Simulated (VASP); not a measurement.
## InSb: single point with PBEsol

**Measured values to compare with.**

From “Electronic Structure and Epitaxy of CdTe Shells on InSb Nanowires”, 2021, arxiv:2111.05126, for a bulk crystal of InSb: band gap 0.24 eV.

Crystal: InSb.

```
In Sb
1.0
     0.00000    3.23910    3.23910
     3.23910    0.00000    3.23910
     3.23910    3.23910    0.00000
In Sb
1 1
Cartesian
  0.0000 0.0000 0.0000
  4.8586 4.8586 4.8586
```

```json
{"Program": "VASP 6.6.1", "Task": "single point", "Functional": "PBEsol", "Potentials or basis": "VASP PAW PBE potentials, release 64 (In_d, Sb)", "Cutoff": "500 eV", "k mesh": "6 × 6 × 6", "Occupations": "gaussian, width 0.1 eV", "Spin": "no spin polarisation"}
```

```yaml
Pressure: 0.9 GPa
Band_gap_on_the_k_mesh: zero (filled and empty bands touch)
```

Levels at points of the mesh, in eV from the Fermi level:
| k point | band 7 | band 8 | band 9 | band 10 | band 11 | band 12 |
| --- | --- | --- | --- | --- | --- | --- |
| (0.00, 0.00, 0.00) | -0.29 | -0.03 | -0.03 | -0.03 | 2.90 | 2.90 |
| (0.50, 0.00, 0.00) | -5.69 | -1.05 | -1.05 | 0.44 | 3.74 | 3.74 |
| (0.50, 0.50, 0.00) | -5.99 | -2.31 | -2.31 | 1.22 | 1.23 | 8.09 |

Run time: 8.9 s on 1 thread of Intel(R) Xeon(R) 6975P-C (Granite Rapids), on a shared host, peak memory 0.2 GiB.

Against the measured gap of InSb, 0.24 eV (quoted in “Electronic Structure and Epitaxy of CdTe Shells on InSb Nanowires”, 2021, arxiv:2111.05126), the calculated 0.00 eV is off by -0.24 eV. Spin-orbit coupling on In, Sb is left out. The value is that of PBEsol on a finite k mesh, which can miss the band edges, without temperature or zero-point motion. Semilocal functionals fall short of measured gaps as a rule.

Caveat: the PAW data sets were made with another functional, which shifts forces and pressure a little; spin-orbit coupling is left out, which moves the levels of the heavy elements.
